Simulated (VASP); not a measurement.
# Be (Fm-3m) in VASP: notebook

Be is run at these levels: LDA; tasks: single point, relaxation of cell and atoms.

All numbers are computed with VASP 6.6.1; they aren't measurements. Logs are shortened: lines on timing, memory, paths and dates and some standing lists are left out, and cuts for length are marked.

## (1) The cell of the first run

It takes space group Fm-3m (No. 225, cubic). The conventional cell has a = 3.108 Å, b = 3.108 Å, c = 3.108 Å, α = 90.00°, β = 90.00°, γ = 90.00°. Within 2.9 Å of Be (site symmetry m-3m) lie 12 Be at 2.20 Å.

This isn't the form of Be at room conditions, which is hcp.

## (2) Single point, LDA

Input file INCAR:

```
PREC = Accurate
ENCUT = 600
EDIFF = 1E-6
ISMEAR = -1
SIGMA = 0.1
LREAL = F
LASPH = T
NELM = 120
ALGO = Normal
ISIF = 2
LWAVE = F
LCHARG = T
GGA = CA
LELF = T
LVHAR = T
NBANDS = 7
GGA_COMPAT = F
```

Input file KPOINTS:

```
Automatic mesh
0
Gamma
  23 23 23
```

Input file POSCAR:

```
Be
1.0
    0.0000000000      1.5538445798      1.5538445798
    1.5538445798      0.0000000000      1.5538445798
    1.5538445798      1.5538445798      0.0000000000
Be
1
Direct
    0.0000000000      0.0000000000      0.0000000000
```

Potentials or basis: VASP PAW LDA potentials, release 64 (Be).

Started as:

```
$ cat potpaw_LDA.64/Be/POTCAR > POTCAR
$ mpirun -np 1 vasp_std > vasp.out
```

OUTCAR:

```text
PREC = Accurate
   ENCUT = 600
   EDIFF = 1E-6
   ISMEAR = -1
   LREAL = F
   LASPH = T
   NELM = 120
   ISIF = 2
   GGA = CA

 ion  position               nearest neighbor table
   1  0.000  0.000  0.000-

  LATTYP: Found a face centered cubic cell.
 ALAT       =     3.1076891596

  Lattice vectors:

 A1 = (   0.0000000000,   1.5538445798,   1.5538445798)
 A2 = (   1.5538445798,   0.0000000000,   1.5538445798)
 A3 = (   1.5538445798,   1.5538445798,   0.0000000000)

Analysis of symmetry for initial positions (statically):
=====================================================================
 Subroutine PRICEL returns:
 Original cell was already a primitive cell.

 Routine SETGRP: Setting up the symmetry group for a
 face centered cubic supercell.

 Subroutine GETGRP returns: Found 48 space group operations
 (whereof 48 operations were pure point group operations)
 out of a pool of 48 trial point group operations.

The static configuration has the point symmetry O_h .

Analysis of symmetry for dynamics (positions and initial velocities):
=====================================================================
 Subroutine PRICEL returns:
 Original cell was already a primitive cell.

 Routine SETGRP: Setting up the symmetry group for a
 face centered cubic supercell.

 Subroutine GETGRP returns: Found 48 space group operations
 (whereof 48 operations were pure point group operations)
 out of a pool of 48 trial point group operations.

The dynamic configuration has the point symmetry O_h .

 Subroutine INISYM returns: Found 48 space group operations
 (whereof 48 operations are pure point group operations),
 and found     1 'primitive' translations

----------------------------------------------------------------------------------------

                                     Primitive cell

  volume of cell :       7.5033

  direct lattice vectors                    reciprocal lattice vectors
     0.000000000  1.553844580  1.553844580    -0.321782504  0.321782504  0.321782504
     1.553844580  0.000000000  1.553844580     0.321782504 -0.321782504  0.321782504
     1.553844580  1.553844580  0.000000000     0.321782504  0.321782504 -0.321782504

  length of vectors
     2.197468079  2.197468079  2.197468079     0.557343646  0.557343646  0.557343646

  position of ions in fractional coordinates (direct lattice)
     0.000000000  0.000000000  0.000000000

  ion indices of the primitive-cell ions
   primitive index   ion index
                 1           1
[... 72 lines left out ...]
   EDIFF  = 0.1E-05   stopping-criterion for ELM
   LREAL  =      F    real-space projection
   EDIFFG = 0.1E-04   stopping-criterion for IOM
   NSW    =      0    number of steps for IOM
   IBRION =     -1    ionic relax: 0-MD 1-quasi-New 2-CG
   NFREE  =      0    steps in history (QN), initial steepest desc. (CG)
   ISIF   =      2    stress and relaxation
   ISYM   =      2    0-nonsym 1-usesym 2-fastsym
   POTIM  = 0.5000    time-step for ionic-motion
   TEBEG  =    0.0;   TEEND  =   0.0 temperature during run
   PSTRESS=    0.0 pullay stress
   NELECT =       2.0000    total number of electrons
   NUPDOWN=      -1.0000    fix difference up-down
   EMIN   =  10.00;   EMAX   =-10.00  energy-range for DOS
   EFERMI =   0.00;   METHOD = LEGACY
   ISMEAR =    -1;   SIGMA  =   0.10  broadening in eV -4-tet -1-fermi 0-gaus
   EFERMI_NEDOS =   21; number of points for ismear=-14 and -15
   IALGO  =     38    algorithm
   IMIX   =      4    mixing-type and parameters
     AMIX     =   0.40;   BMIX     =  1.00
     AMIX_MAG =   1.60;   BMIX_MAG =  1.00
  volume/ion in A,a.u.               =       7.50        50.63
  Fermi-wavevector in a.u.,A,eV,Ry     =   1.053579  1.990976 15.102868  1.110029
  Thomas-Fermi vector in A             =   2.188706
   LORBIT       =      0    0 simple, 1 ext, 2 COOP (PROOUT), +10 PAW based schemes
   GGA     = CA    functional components
   LHFCALC =     F    Hartree Fock is set to
   AEXX    =    0.0000 exact exchange contribution
   IVDW    =     0    specifies the selected vdW correction
   LEPSILON=     F    determine dielectric tensor
   LRPA    =     F    only Hartree local field effects (RPA)
 non-spin polarized calculation
  energy-cutoff  :      600.00
  volume of cell :        7.50
 maximum number of plane-waves:       265
 NGX is ok and might be reduce to    18
   NGX =  9   NGY =  9   NGZ =  9

 number of electron       2.0000000 magnetization

 Free energy of the ion-electron system (eV)
  ---------------------------------------------------
  ext. energy  EPLUGINS =         0.00000000
  ---------------------------------------------------
  free energy    TOTEN  =        -4.13475339 eV

  energy without entropy =       -4.13252812  energy(sigma->0) =       -4.13364076

 E-fermi :   7.7217     XC(G=0): -10.7989

 val. band max:        7.6975294983   @ k =  -0.3478   0.3478   0.0000
 cond. band min:       7.8381088460   @ k =  -0.3478   0.3913   0.0435
 fundamental gap:      0.1405793478
 Fermi energy:         7.7216995972

 k-point     1 :       0.0000    0.0000    0.0000
  band No.  band energies     occupation
      1      -4.2872      2.00000
      2      27.5704      0.00000
      3      27.5704      0.00000
      4      27.5704      0.00000
      5      37.7745      0.00000
      6      37.7745      0.00000
      7      37.7745      0.00000
[... 221 lines left out ...]
 k-point    24 :      -0.4783    0.0435    0.0000
  band No.  band energies     occupation
      1       2.2880      2.00000
      2       8.0176      0.09862
      3      24.2516      0.00000
      4      24.3764      0.00000
      5      33.3760      0.00000
      6      35.1731      0.00000
      7      38.5455      0.00000

 [... further k-points ...]

------------------------ aborting loop because EDIFF is reached ----------------------------------------

  FORCE on cell =-STRESS in cart. coord.  units (eV):
  Direction    XX          YY          ZZ          XY          YZ          ZX
  --------------------------------------------------------------------------------------
  -------------------------------------------------------------------------------------
  Total        0.0200388      0.0200388      0.0200388      0.0000000      0.0000000      0.0000000
  in kB        4.2788703      4.2788703      4.2788703      0.0000000      0.0000000      0.0000000
  external PRESSURE =       4.2788703 kB  Pullay stress =       0.0000000 kB

 VOLUME and BASIS-vectors are now :
 -----------------------------------------------------------------------------
  energy-cutoff  :      600.00
  volume of cell :        7.50
      direct lattice vectors                 reciprocal lattice vectors
     0.000000000  1.553844580  1.553844580    -0.321782504  0.321782504  0.321782504
     1.553844580  0.000000000  1.553844580     0.321782504 -0.321782504  0.321782504
     1.553844580  1.553844580  0.000000000     0.321782504  0.321782504 -0.321782504

 POSITION                                       TOTAL-FORCE (eV/Angst)
 -----------------------------------------------------------------------------------
      0.00000      0.00000      0.00000         0.000000     -0.000000     -0.000000
 -----------------------------------------------------------------------------------
    total drift:                                0.000000     -0.000000      0.000000

  FREE ENERGIE OF THE ION-ELECTRON SYSTEM (eV)
  ---------------------------------------------------
  free  energy   TOTEN  =        -4.1347533906 eV

  energy  without entropy=       -4.1325281238  energy(sigma->0) =       -4.13364076
```

OSZICAR:

```text
N       E                     dE             d eps       ncg     rms          rms(c)
DAV:   1    -0.289107128885E+01   -0.28911E+01   -0.12661E+03  5509   0.272E+02
DAV:   2    -0.415922642309E+01   -0.12682E+01   -0.12022E+01  7140   0.244E+01
DAV:   3    -0.416098813327E+01   -0.17617E-02   -0.17615E-02  5964   0.876E-01
DAV:   4    -0.416098823895E+01   -0.10568E-06   -0.10564E-06  7868   0.746E-03
DAV:   5    -0.416098823884E+01    0.10242E-09   -0.20415E-11  5852   0.145E-05    0.830E-01
DAV:   6    -0.414289440447E+01    0.18094E-01   -0.88267E-04  5684   0.204E-01    0.502E-01
DAV:   7    -0.413475557650E+01    0.81388E-02   -0.12247E-03  5978   0.246E-01    0.193E-02
DAV:   8    -0.413475384988E+01    0.17266E-05   -0.14339E-06  6286   0.928E-03    0.322E-03
DAV:   9    -0.413475339060E+01    0.45928E-06   -0.23698E-07  5866   0.339E-03
   1 F= -.41347534E+01 E0= -.41336408E+01  d E =-.222527E-02
```

It took 16 s on 1 thread of AMD EPYC 7R13 (Zen 3), shared host; peak memory 0.09 GiB.

What came out:

```yaml
Free_energy: -4.1348 eV
Pressure: 0.4 GPa
Band_gap_on_the_k_mesh: zero (bands 1 and 2 overlap by 0.67 eV)
```

## (3) Relaxation of cell and atoms, LDA

This run uses another cell than the first one, of 8.12 Å³/atom.

Input file INCAR:

```
ALGO = Normal ; EDIFF = 1E-7
EDIFFG = -0.02 ; ENCUT = 600
GGA_COMPAT = F ; IBRION = 2
ISIF = 3 ; ISMEAR = -1
LASPH = T ; LCHARG = F
LREAL = F ; LWAVE = F
NELM = 120 ; NELMIN = 4
NSW = 80 ; PREC = Accurate
SIGMA = 0.1
```

Input file KPOINTS:

```
k-points
0
Gamma
  23 23 23
```

Input file POSCAR:

```
Be
1.0
    0.0000000000      1.5950000000      1.5950000000
    1.5950000000      0.0000000000      1.5950000000
    1.5950000000      1.5950000000      0.0000000000
Be
1
Direct
    0.0000000000      0.0000000000      0.0000000000
```

Potentials or basis: VASP PAW LDA potentials, release 64 (Be).

Started as:

```
$ cat potpaw_LDA.64/Be/POTCAR > POTCAR
$ mpirun -np 1 vasp_std > vasp.out
```

Wall time 22 s (1 thread of AMD EPYC 7R13 (Zen 3), shared host); peak memory 0.1 GiB.

The run converged. Its results:

```yaml
Free_energy: -4.1348 eV
Relaxed_volume: 7.53 Å³/atom
Relaxed_cell: a = 2.200 Å, b = 2.200 Å, c = 2.200 Å, α = 60.00°, β = 60.00°, γ = 60.00°
Space_group_after_relaxing_to_0.1_Å: Fm-3m (No. 225)
Energy_gained_by_relaxing: 16.6 meV/atom
Ionic_steps: 3
Pressure_after_relaxing: -0.1 GPa
Band_gap_on_the_k_mesh: zero (bands 1 and 2 overlap by 0.67 eV)
```

The path:
```csv
step,energy change (eV),largest force (eV/Å),pressure (GPa),volume (Å³)
1,0.0000,0.0000,-8.56,8.12
2,-0.0162,0.0000,-1.50,7.62
3,-0.0166,0.0000,-0.05,7.53
```

Final structure:
```cif
data_structure
_symmetry_space_group_name_H-M 'P 1'
_symmetry_Int_Tables_number 1
_cell_length_a 2.2001
_cell_length_b 2.2001
_cell_length_c 2.2001
_cell_angle_alpha 60.000
_cell_angle_beta 60.000
_cell_angle_gamma 60.000
_cell_volume 7.53
loop_
_atom_site_label
_atom_site_type_symbol
_atom_site_fract_x
_atom_site_fract_y
_atom_site_fract_z
_atom_site_occupancy
Be1 Be 0.00000 0.00000 0.00000 1
```

Levels at points of the mesh, in eV from the Fermi level:
| k point | band 1 | band 2 | band 3 | band 4 | band 5 |
| --- | --- | --- | --- | --- | --- |
| (0.00, 0.00, 0.00) | -11.99 | 19.79 | 19.79 | 19.79 | 29.99 |
